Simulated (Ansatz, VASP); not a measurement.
One calculation of Hg, two programs

File INCAR:

```
ALGO     = Normal         # electronic algorithm
EDIFF    = 1E-7           # SCF threshold, eV
EDIFFG   = -0.005         # ionic threshold
ENCUT    = 600            # plane-wave cutoff, eV
GGA      = CA             # functional
IBRION   = 2              # ionic algorithm
ISIF     = 3              # what is computed and relaxed
ISMEAR   = -1             # smearing method
LASPH    = True           # aspherical terms in the spheres
LCHARG   = False          # write CHGCAR
LREAL    = False          # projectors in reciprocal space
LWAVE    = False          # write WAVECAR
NELM     = 100            # most SCF steps
NSW      = 45             # ionic steps
PREC     = Accurate       # precision mode
SIGMA    = 0.05           # smearing width, eV
```

Contents of KPOINTS:

```
k-points
0
Gamma
  15 15 8
```

File POSCAR:

```
Hg
1.0
    3.1791125444      0.0000000000      0.0000000000
   -1.5895562722      2.7531922250      0.0000000000
    0.0000000000      0.0000000000      5.0511256404
Hg
2
Direct
    0.3333333333      0.6666666667      0.2500000000
    0.6666666667      0.3333333333      0.7500000000
```

Input for Ansatz:

```yaml
crystal:
  lattice:
    - [3.1791125444, 0.0, 0.0]
    - [-1.5895562722, 2.753192225, 0.0]
    - [0.0, 0.0, 5.0511256404]
  atoms:
    - { symbol: Hg, position: [0.3333333333, 0.6666666667, 0.25] }
    - { symbol: Hg, position: [0.6666666667, 0.3333333333, 0.75] }
kpoints:
  mp_grid: { grid: [15, 15, 8] }
scf:
  occupations: { method: fermi_dirac, width: 0.05 }
hamiltonian:
  xc: lda
  pseudopotentials: { kind: all_electron, lapw: { basis_error: 0.0005 } }
output:
  forces: true
  stress: true
  eigenvalues: true
  populations: true
relax:
  f_tol: 0.005
  max_steps: 25
  cell: {}
```

Alike in both runs: task relaxation of cell and atoms; functional LDA; k mesh 15 × 15 × 8; occupations fermi-dirac, width 0.05 eV; no spin polarisation.

|  | VASP | Ansatz |
| --- | --- | --- |
| version | VASP 6.6.1 | Ansatz 0.2.0 |
| potentials or method | VASP PAW LDA potentials, release 64 (Hg), cutoff 600 eV | all-electron LAPW, scalar-relativistic |

```tsv
	VASP	Ansatz	Ansatz less VASP
relaxed volume (Å³/atom)	22.39	22.11	-0.280
relaxed cell length with the largest relative difference (Å)	5.075	5.051	-0.0241
```

LDA's correlation is that of Perdew and Zunger in VASP and of Perdew and Wang (1992) in Ansatz. Ansatz ran all-electron here, and VASP with PAW potentials.

Spin-orbit coupling is off throughout.
